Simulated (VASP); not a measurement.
# Lu: single point with RPBE

Crystal: Lu.

```xyz
2
Lattice="0.0000 3.8358 3.8358 3.8358 0.0000 3.8358 3.8358 3.8358 0.0000" Properties=species:S:1:pos:R:3 pbc="T T T"
Lu    0.9589    0.9589    0.9589
Lu    6.7126    6.7126    6.7126
```

This isn't the form of Lu at room conditions, which is hcp.

```
Program             : VASP 6.6.1
Task                : single point
Functional          : RPBE
Potentials or basis : VASP PAW PBE potentials, release 64 (Lu)
Cutoff              : 520 eV
k mesh              : 8 × 8 × 8
Occupations         : fermi-dirac, width 0.1 eV
Spin                : no spin polarisation
```

```yaml
Pressure: -0.5 GPa
Band_gap_on_the_k_mesh: zero (bands 25 and 26 overlap by 0.82 eV)
```

Levels at points of the mesh, in eV from the Fermi level:
```tsv
k point	band 21	band 22	band 23	band 24	band 25	band 26	band 27	band 28
(0.00, 0.00, 0.00)	-6.09	-6.08	-4.32	0.34	0.34	0.34	0.40	0.40
(0.50, 0.00, 0.00)	-6.09	-6.09	-2.93	-1.10	0.21	0.32	0.32	0.55
(0.50, 0.50, 0.00)	-6.09	-6.09	-1.72	-1.72	-0.42	-0.42	0.68	0.68
```

Run time: 120 s on 1 thread of Oxide Virtual Turin-like Processor (shared host), peak memory 0.26 GiB.

Caveat: the PAW data sets were made with another functional, which shifts forces and pressure a little; spin-orbit coupling is left out, which moves the levels of the heavy elements.
